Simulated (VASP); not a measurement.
# AlRu (Pm-3m) in VASP: a series of runs

Runs on AlRu. Level: PBEsol. Tasks: single point.

Program: VASP 6.6.1. These are calculated values, not measurements. Logs are shortened: lines on timing, memory, paths and dates and some standing lists are left out, and cuts for length are marked.

## (1) The cell of the first run

It takes space group Pm-3m (No. 221, cubic). The conventional cell has a = 2.976 Å, b = 2.976 Å, c = 2.976 Å, α = 90.00°, β = 90.00°, γ = 90.00°. Al (site symmetry m-3m) has 8 Ru at 2.58 Å and 6 Al at 2.98 Å within 3.4 Å. Within 3.4 Å of Ru (site symmetry m-3m) lie 8 Al at 2.58 Å and 6 Ru at 2.98 Å.

## (2) Single point, PBEsol

INCAR reads:

```
PREC = Accurate ; ENCUT = 520
EDIFF = 1E-7 ; ISMEAR = 0
SIGMA = 0.15 ; LREAL = False
LASPH = True ; NELM = 100
ALGO = Fast ; ISIF = 2
LWAVE = False ; LCHARG = False
GGA = PS ; NBANDS = 44
```

KPOINTS reads:

```
regular mesh
0
Gamma
  8 8 8
```

POSCAR reads:

```
AlRu
1.0
   -2.9764078238      2.9764078238      2.9764078238
    2.9764078238     -2.9764078238      2.9764078238
    2.9764078238      2.9764078238     -2.9764078238
Al Ru
4 4
Direct
    0.5000000000      0.0000000000      0.5000000000
    0.0000000000      0.5000000000      0.5000000000
    0.0000000000      0.0000000000      0.0000000000
    0.5000000000      0.5000000000      0.0000000000
    0.5000000000      0.5000000000      0.5000000000
    0.0000000000      0.0000000000      0.5000000000
    0.0000000000      0.5000000000      0.0000000000
    0.5000000000      0.0000000000      0.0000000000
```

Potentials or basis: VASP PAW PBE potentials, release 64 (Al, Ru_pv).

Run with:

```sh
> cat potpaw_PBE.64/Al/POTCAR potpaw_PBE.64/Ru_pv/POTCAR > POTCAR
> mpirun -np 1 vasp_std > vasp.out
```

OUTCAR:

```text
PREC = Accurate
   ENCUT = 520
   EDIFF = 1E-7
   ISMEAR = 0
   LREAL = False
   LASPH = True
   NELM = 100
   ISIF = 2
   GGA = PS

 ion  position               nearest neighbor table
   1  0.500  0.000  0.500-   5 2.58   6 2.58   7 2.58   8 2.58   8 2.58   5 2.58   6 2.58   7 2.58
                             4 2.98   4 2.98   2 2.98   3 2.98   2 2.98   3 2.98
   2  0.000  0.500  0.500-   5 2.58   6 2.58   7 2.58   8 2.58   7 2.58   6 2.58   5 2.58   8 2.58
                             4 2.98   3 2.98   1 2.98   4 2.98   1 2.98   3 2.98
   3  0.000  0.000  0.000-   5 2.58   6 2.58   7 2.58   8 2.58   6 2.58   7 2.58   8 2.58   5 2.58
                             4 2.98   2 2.98   1 2.98   1 2.98   4 2.98   2 2.98
   4  0.500  0.500  0.000-   5 2.58   6 2.58   7 2.58   8 2.58   5 2.58   8 2.58   7 2.58   6 2.58
                             3 2.98   1 2.98   1 2.98   2 2.98   3 2.98   2 2.98
   5  0.500  0.500  0.500-   1 2.58   2 2.58   3 2.58   4 2.58   4 2.58   1 2.58   2 2.58   3 2.58
                             7 2.98   8 2.98   8 2.98   7 2.98   6 2.98   6 2.98
   6  0.000  0.000  0.500-   1 2.58   2 2.58   3 2.58   4 2.58   3 2.58   2 2.58   1 2.58   4 2.58
                             7 2.98   7 2.98   8 2.98   8 2.98   5 2.98   5 2.98
   7  0.000  0.500  0.000-   1 2.58   2 2.58   3 2.58   4 2.58   2 2.58   3 2.58   4 2.58   1 2.58
                             6 2.98   6 2.98   8 2.98   5 2.98   8 2.98   5 2.98
   8  0.500  0.000  0.000-   1 2.58   2 2.58   3 2.58   4 2.58   1 2.58   4 2.58   3 2.58   2 2.58
                             6 2.98   5 2.98   7 2.98   6 2.98   7 2.98   5 2.98

  LATTYP: Found a body centered cubic cell.
 ALAT       =     5.9528156476

  Lattice vectors:

 A1 = (  -2.9764078238,   2.9764078238,   2.9764078238)
 A2 = (   2.9764078238,  -2.9764078238,   2.9764078238)
 A3 = (   2.9764078238,   2.9764078238,  -2.9764078238)

Analysis of symmetry for initial positions (statically):
=====================================================================
 Subroutine PRICEL returns following result:

  LATTYP: Found a simple cubic cell.
 ALAT       =     2.9764078238

  Lattice vectors:

 A1 = (   0.0000000000,   2.9764078238,   0.0000000000)
 A2 = (   2.9764078238,   0.0000000000,   0.0000000000)
 A3 = (   0.0000000000,   0.0000000000,  -2.9764078238)

   4 primitive cells build up your supercell.

 Routine SETGRP: Setting up the symmetry group for a
 body centered cubic supercell.

 Subroutine GETGRP returns: Found 48 space group operations
 (whereof 48 operations were pure point group operations)
 out of a pool of 48 trial point group operations.

The static configuration has the point symmetry O_h .

Analysis of symmetry for dynamics (positions and initial velocities):
[... 128 lines left out ...]
   ISYM   =      2    0-nonsym 1-usesym 2-fastsym
   POTIM  = 0.5000    time-step for ionic-motion
   TEBEG  =    0.0;   TEEND  =   0.0 temperature during run
   PSTRESS=    0.0 pullay stress
   NELECT =      68.0000    total number of electrons
   NUPDOWN=      -1.0000    fix difference up-down
   EMIN   =  10.00;   EMAX   =-10.00  energy-range for DOS
   EFERMI =   0.00;   METHOD = LEGACY
   ISMEAR =     0;   SIGMA  =   0.15  broadening in eV -4-tet -1-fermi 0-gaus
   EFERMI_NEDOS =   21; number of points for ismear=-14 and -15
   IALGO  =     68    algorithm
   IMIX   =      4    mixing-type and parameters
     AMIX     =   0.40;   BMIX     =  1.00
     AMIX_MAG =   1.60;   BMIX_MAG =  1.00
  volume/ion in A,a.u.               =      13.18        88.97
  Fermi-wavevector in a.u.,A,eV,Ry     =   1.414269  2.672581 27.213787  2.000157
  Thomas-Fermi vector in A             =   2.535829
   LORBIT       =      0    0 simple, 1 ext, 2 COOP (PROOUT), +10 PAW based schemes
   GGA     = PS    functional components
   LHFCALC =     F    Hartree Fock is set to
   AEXX    =    0.0000 exact exchange contribution
   IVDW    =     0    specifies the selected vdW correction
   LEPSILON=     F    determine dielectric tensor
   LRPA    =     F    only Hartree local field effects (RPA)
 non-spin polarized calculation
 RMM-DIIS sequential band-by-band and
 Gauss-broadening in eV      SIGMA  =   0.15
  energy-cutoff  :      520.00
  volume of cell :      105.47
 maximum number of plane-waves:      2899
 NGX is ok and might be reduce to    40

 number of electron      67.9999991 magnetization

 Free energy of the ion-electron system (eV)
  ---------------------------------------------------
  ext. energy  EPLUGINS =         0.00000000
  ---------------------------------------------------
  free energy    TOTEN  =       -62.10667518 eV

  energy without entropy =      -62.02956059  energy(sigma->0) =      -62.06811788

 E-fermi :  10.8320     XC(G=0): -12.7657

 val. band max:       10.8270828091   @ k =  -0.3750   0.3750   0.1250
 cond. band min:      10.8672510152   @ k =   0.1250   0.1250   0.0000
 fundamental gap:      0.0401682060
 Fermi energy:        10.8320059438

 k-point     1 :       0.0000    0.0000    0.0000
  band No.  band energies     occupation
      1     -31.0956      2.00000
      2     -31.0956      2.00000
      3     -31.0956      2.00000
      4     -31.0956      2.00000
      5     -31.0956      2.00000
      6     -31.0956      2.00000
[... 1117 lines left out ...]
     43      18.2404      0.00000
     44      18.5714      0.00000

 [... further k-points ...]
[... 5 lines left out ...]
  --------------------------------------------------------------------------------------
  -------------------------------------------------------------------------------------
  Total        0.0604978      0.0604978      0.0604978     -0.0000000      0.0000000      0.0000000
  in kB        0.9189950      0.9189950      0.9189950     -0.0000000      0.0000000      0.0000000
  external PRESSURE =       0.9189950 kB  Pullay stress =       0.0000000 kB

 VOLUME and BASIS-vectors are now :
 -----------------------------------------------------------------------------
  energy-cutoff  :      520.00
  volume of cell :      105.47
      direct lattice vectors                 reciprocal lattice vectors
    -2.976407824  2.976407824  2.976407824     0.000000000  0.167987732  0.167987732
     2.976407824 -2.976407824  2.976407824     0.167987732  0.000000000  0.167987732
     2.976407824  2.976407824 -2.976407824     0.167987732  0.167987732  0.000000000

 POSITION                                       TOTAL-FORCE (eV/Angst)
 -----------------------------------------------------------------------------------
      0.00000      2.97641      0.00000        -0.000000      0.000000      0.000000
      2.97641      0.00000      0.00000        -0.000000      0.000000      0.000000
      0.00000      0.00000      0.00000        -0.000000     -0.000000     -0.000000
      0.00000      0.00000      2.97641        -0.000000     -0.000000     -0.000000
      1.48820      1.48820      1.48820         0.000000     -0.000000     -0.000000
      1.48820      1.48820     -1.48820         0.000000     -0.000000     -0.000000
      1.48820     -1.48820      1.48820         0.000000      0.000000      0.000000
     -1.48820      1.48820      1.48820        -0.000000      0.000000      0.000000
 -----------------------------------------------------------------------------------
    total drift:                                0.000000     -0.000000      0.000000

  FREE ENERGIE OF THE ION-ELECTRON SYSTEM (eV)
  ---------------------------------------------------
  free  energy   TOTEN  =       -62.1066751756 eV

  energy  without entropy=      -62.0295605921  energy(sigma->0) =      -62.06811788
```

OSZICAR:

```text
N       E                     dE             d eps       ncg     rms          rms(c)
DAV:   1     0.682467411556E+03    0.68247E+03   -0.37953E+04  2720   0.154E+03
DAV:   2    -0.365091835377E+02   -0.71898E+03   -0.69734E+03  2664   0.456E+02
DAV:   3    -0.647896052121E+02   -0.28280E+02   -0.27115E+02  2960   0.855E+01
DAV:   4    -0.652913175139E+02   -0.50171E+00   -0.50039E+00  2964   0.106E+01
DAV:   5    -0.653021346571E+02   -0.10817E-01   -0.10814E-01  3396   0.155E+00    0.273E+01
RMM:   6    -0.623261473684E+02    0.29760E+01   -0.18456E+01  2575   0.212E+01    0.444E+00
RMM:   7    -0.621630826263E+02    0.16306E+00   -0.12362E+00  2664   0.570E+00    0.368E+00
RMM:   8    -0.621074616163E+02    0.55621E-01   -0.21077E-01  2673   0.158E+00    0.670E-01
RMM:   9    -0.621064337569E+02    0.10279E-02   -0.49588E-02  2740   0.887E-01    0.318E-01
RMM:  10    -0.621065309204E+02   -0.97164E-04   -0.66325E-03  2811   0.378E-01    0.246E-01
RMM:  11    -0.621067144611E+02   -0.18354E-03   -0.19257E-03  2956   0.175E-01    0.575E-02
RMM:  12    -0.621066664267E+02    0.48034E-04   -0.40964E-04  2772   0.101E-01    0.379E-02
RMM:  13    -0.621066738143E+02   -0.73876E-05   -0.10979E-04  2970   0.410E-02    0.765E-03
RMM:  14    -0.621066747914E+02   -0.97706E-06   -0.19763E-05  3147   0.148E-02    0.937E-03
RMM:  15    -0.621066752244E+02   -0.43307E-06   -0.40071E-06  2885   0.570E-03    0.952E-04
RMM:  16    -0.621066751756E+02    0.48856E-07   -0.62654E-07  2280   0.311E-03
   1 F= -.62106675E+02 E0= -.62068118E+02  d E =-.771146E-01
```

It took 2.2 min on 1 thread of Intel Xeon Platinum 8375C at 2.90GHz (Ice Lake), shared host; peak memory 0.29 GiB.

Results:

* Free energy: -62.1067 eV
* Pressure: 0.1 GPa
* Band gap on the k mesh: zero (band 34 reaches 12.48 eV, above the bottom of band 35 at 9.49 eV)

Caveat: the PAW data sets were made with another functional, which shifts forces and pressure a little.

## (3) Single point, PBEsol

This run uses another cell than the first one: it holds 6 atoms, not 8.

INCAR reads:

```
SYSTEM = AlRu
  PREC = Accurate
  ENCUT = 520
  EDIFF = 1E-6
  ISMEAR = 0
  SIGMA = 0.15
  LREAL = .FALSE.
  LASPH = .TRUE.
  NELM = 60
  ALGO = Fast
  ISIF = 2
  LWAVE = .FALSE.
  LCHARG = .FALSE.
  GGA = PS
  NBANDS = 34
```

KPOINTS reads:

```
regular mesh
0
G
  20 20 7
  0 0 0
```

POSCAR reads:

```
AlRu
1.0
    0.0000000000     -2.9764078218      0.0000000000
    0.0000000000      0.0000000000     -2.9764078218
    8.9292234653      0.0000000000      0.0000000000
Al Ru
3 3
Direct
    0.0000000000      0.0000000000      0.3333333333
    0.0000000000      0.0000000000      0.6666666667
    0.0000000000      0.0000000000      0.0000000000
    0.5000000000      0.5000000000      0.1666666667
    0.5000000000      0.5000000000      0.5000000000
    0.5000000000      0.5000000000      0.8333333333
```

Potentials or basis: VASP PAW PBE potentials, release 64 (Al, Ru_pv).

Run with:

```sh
> cat potpaw_PBE.64/Al/POTCAR potpaw_PBE.64/Ru_pv/POTCAR > POTCAR
> mpirun -np 1 vasp_std > vasp.out
```

OUTCAR:

```text
SYSTEM = AlRu
   PREC = Accurate
   ENCUT = 520
   EDIFF = 1E-6
   ISMEAR = 0
   LREAL = .FALSE.
   LASPH = .TRUE.
   NELM = 60
   ISIF = 2
   GGA = PS

 ion  position               nearest neighbor table
   1  0.000  0.000  0.333-   4 2.58   4 2.58   4 2.58   4 2.58   5 2.58   5 2.58   5 2.58   5 2.58
                             3 2.98   2 2.98
   2  0.000  0.000  0.667-   6 2.58   6 2.58   6 2.58   6 2.58   5 2.58   5 2.58   5 2.58   5 2.58
                             3 2.98   1 2.98
   3  0.000  0.000  0.000-   4 2.58   6 2.58   4 2.58   6 2.58   4 2.58   6 2.58   4 2.58   6 2.58
                             1 2.98   2 2.98
   4  0.500  0.500  0.167-   1 2.58   1 2.58   1 2.58   1 2.58   3 2.58   3 2.58   3 2.58   3 2.58
                             5 2.98   6 2.98
   5  0.500  0.500  0.500-   1 2.58   2 2.58   1 2.58   2 2.58   1 2.58   2 2.58   1 2.58   2 2.58
                             4 2.98   6 2.98
   6  0.500  0.500  0.833-   2 2.58   2 2.58   2 2.58   2 2.58   3 2.58   3 2.58   3 2.58   3 2.58
                             5 2.98   4 2.98

  LATTYP: Found a simple tetragonal cell.
 ALAT       =     2.9764078218
 C/A-ratio  =     3.0000000000

  Lattice vectors:

 A1 = (   0.0000000000,  -2.9764078218,   0.0000000000)
 A2 = (   0.0000000000,   0.0000000000,  -2.9764078218)
 A3 = (   8.9292234653,   0.0000000000,   0.0000000000)

[... 197 lines left out ...]

 val. band max:       10.8126776636   @ k =   0.5000   0.3500   0.2857
 cond. band min:      10.8144928847   @ k =   0.2500   0.2000   0.2857
 fundamental gap:      0.0018152211
 Fermi energy:        10.8129209037

 k-point     1 :       0.0000    0.0000    0.0000
  band No.  band energies     occupation
      1     -31.0755      2.00000
      2     -31.0755      2.00000
      3     -30.9075      2.00000
      4     -30.9047      2.00000
      5     -30.9047      2.00000
      6     -30.8905      2.00000
[... 877 lines left out ...]
     33      17.3879      0.00000
     34      18.6774      0.00000

 [... further k-points ...]
[... 5 lines left out ...]
  --------------------------------------------------------------------------------------
  -------------------------------------------------------------------------------------
  Total        0.0119566      0.0735785      0.0735785     -0.0000000      0.0000000      0.0000000
  in kB        0.2421706      1.4902630      1.4902630     -0.0000000      0.0000000      0.0000000
  external PRESSURE =       1.0742322 kB  Pullay stress =       0.0000000 kB

 VOLUME and BASIS-vectors are now :
 -----------------------------------------------------------------------------
  energy-cutoff  :      520.00
  volume of cell :       79.10
      direct lattice vectors                 reciprocal lattice vectors
     0.000000000 -2.976407822  0.000000000     0.000000000 -0.335975464  0.000000000
     0.000000000  0.000000000 -2.976407822     0.000000000  0.000000000 -0.335975464
     8.929223465  0.000000000  0.000000000     0.111991821  0.000000000  0.000000000

 POSITION                                       TOTAL-FORCE (eV/Angst)
 -----------------------------------------------------------------------------------
      2.97641      0.00000      0.00000        -0.000000      0.000000      0.000000
      5.95282      0.00000      0.00000         0.000000      0.000000      0.000000
      0.00000      0.00000      0.00000        -0.000000      0.000000      0.000000
      1.48820     -1.48820     -1.48820         0.000000     -0.000000     -0.000000
      4.46461     -1.48820     -1.48820        -0.000000     -0.000000     -0.000000
      7.44102     -1.48820     -1.48820        -0.000000      0.000000     -0.000000
 -----------------------------------------------------------------------------------
    total drift:                                0.000000     -0.000000      0.000000

  FREE ENERGIE OF THE ION-ELECTRON SYSTEM (eV)
  ---------------------------------------------------
  free  energy   TOTEN  =       -46.5850630285 eV

  energy  without entropy=      -46.5318840630  energy(sigma->0) =      -46.55847355
```

OSZICAR:

```text
N       E                     dE             d eps       ncg     rms          rms(c)
DAV:   1     0.489906453680E+03    0.48991E+03   -0.28216E+04 19000   0.147E+03
DAV:   2    -0.315049140167E+02   -0.52141E+03   -0.50513E+03 18786   0.439E+02
DAV:   3    -0.487322012698E+02   -0.17227E+02   -0.16603E+02 21372   0.781E+01
DAV:   4    -0.489747371843E+02   -0.24254E+00   -0.24176E+00 21008   0.883E+00
DAV:   5    -0.489801307057E+02   -0.53935E-02   -0.53925E-02 23250   0.131E+00    0.236E+01
RMM:   6    -0.467767634121E+02    0.22034E+01   -0.13079E+01 18108   0.203E+01    0.385E+00
RMM:   7    -0.466244465683E+02    0.15232E+00   -0.89345E-01 18717   0.571E+00    0.324E+00
RMM:   8    -0.465848328938E+02    0.39614E-01   -0.12112E-01 19052   0.135E+00    0.534E-01
RMM:   9    -0.465849738587E+02   -0.14096E-03   -0.22211E-02 19686   0.613E-01    0.255E-01
RMM:  10    -0.465850711656E+02   -0.97307E-04   -0.35934E-03 19520   0.327E-01    0.129E-01
RMM:  11    -0.465850457736E+02    0.25392E-04   -0.12173E-03 20288   0.182E-01    0.246E-02
RMM:  12    -0.465850572840E+02   -0.11510E-04   -0.24946E-04 21339   0.853E-02    0.473E-02
RMM:  13    -0.465850643520E+02   -0.70679E-05   -0.63917E-05 22416   0.355E-02    0.933E-02
RMM:  14    -0.465850648452E+02   -0.49328E-06   -0.12605E-05 18175   0.157E-02    0.606E-02
RMM:  15    -0.465850631595E+02    0.16858E-05   -0.30013E-06 14195   0.932E-03    0.351E-02
RMM:  16    -0.465850630285E+02    0.13096E-06   -0.66910E-07 11419   0.398E-03
   1 F= -.46585063E+02 E0= -.46558474E+02  d E =-.531790E-01
```

Wall time 6.2 min (1 thread of AMD EPYC 9R45 (Zen 5), shared host); peak memory 0.58 GiB.

Results:

```
Free energy : -46.5851 eV
Pressure    : 0.1 GPa
```

Caveat: the PAW data sets were made with another functional, which shifts forces and pressure a little.

## (4) Single point, PBEsol

This run uses another cell than the first one: it holds 2 atoms, not 8.

INCAR reads:

```
  PREC = Accurate
  ENCUT = 500
  EDIFF = 1E-6
  ISMEAR = 0
  SIGMA = 0.1
  LREAL = F
  LASPH = T
  NELM = 120
  ALGO = Normal
  ISIF = 2
  LWAVE = F
  LCHARG = F
  GGA = PS
  NBANDS = 16
  GGA_COMPAT = F
```

KPOINTS reads:

```
regular mesh
0
Gamma
  6 6 6
```

POSCAR reads:

```
AlRu
1.0
   -2.9916000000      0.0000000000      0.0000000000
    0.0000000000     -2.9916000000      0.0000000000
    0.0000000000      0.0000000000      2.9916000000
Al Ru
1 1
Direct
    0.0000000000      0.0000000000      0.0000000000
    0.5000000000      0.5000000000      0.5000000000
```

Run with:

```sh
> cat potpaw_PBE.64/Al/POTCAR potpaw_PBE.64/Ru_pv/POTCAR > POTCAR
> mpirun -np 1 vasp_std > vasp.out
```

It took 4.4 s on 1 thread of Intel Xeon 6975P-C (Granite Rapids), shared host; peak memory 0.14 GiB.

Results (log left out):

```yaml
Free_energy: -15.5214 eV
Pressure: -3.3 GPa
```

Levels at points of the mesh, in eV from the Fermi level:
| k point | band 4 | band 5 | band 6 | band 7 | band 8 | band 9 | band 10 | band 11 | band 12 | band 13 |
| --- | --- | --- | --- | --- | --- | --- | --- | --- | --- | --- |
| (0.00, 0.00, 0.00) | -9.56 | -3.45 | -3.45 | 0.30 | 0.30 | 0.30 | 6.19 | 6.19 | 6.19 | 11.12 |
| (0.50, 0.00, 0.00) | -5.73 | -5.35 | -2.65 | -1.48 | -1.48 | 0.56 | 2.41 | 7.58 | 11.12 | 11.12 |
| (0.50, 0.50, 0.00) | -5.91 | -2.96 | -1.24 | -1.24 | -1.05 | -1.05 | 1.66 | 5.40 | 6.39 | 10.72 |
| (0.50, 0.50, 0.50) | -4.51 | -4.51 | -4.51 | 1.76 | 1.76 | 2.72 | 4.23 | 4.23 | 4.23 | 8.69 |

Caveat: the PAW data sets were made with another functional, which shifts forces and pressure a little.

## (5) The runs side by side

| cell | k mesh | cutoff (eV) | smearing | gap on the mesh (eV) | pressure (GPa) |
| --- | --- | --- | --- | --- | --- |
| a = 5.155 Å, angles 109.5°, 8 atoms | 8 × 8 × 8 | 520 | gaussian 0.15 eV | none | 0.1 |
| a = 2.976, b = 2.976, c = 8.929 Å, 6 atoms | 20 × 20 × 7 | 520 | gaussian 0.15 eV | none | 0.1 |
| a = 2.992 Å, 2 atoms | 6 × 6 × 6 | 500 | gaussian 0.1 eV | none | -3.3 |

Alike in all rows: task single point; level PBEsol; potentials or basis VASP PAW PBE potentials, release 64 (Al, Ru_pv); no spin polarisation.

Caveats: the PAW data sets were made with another functional, which shifts forces and pressure a little.

Absolute energies hang on the potentials; compare differences alone.
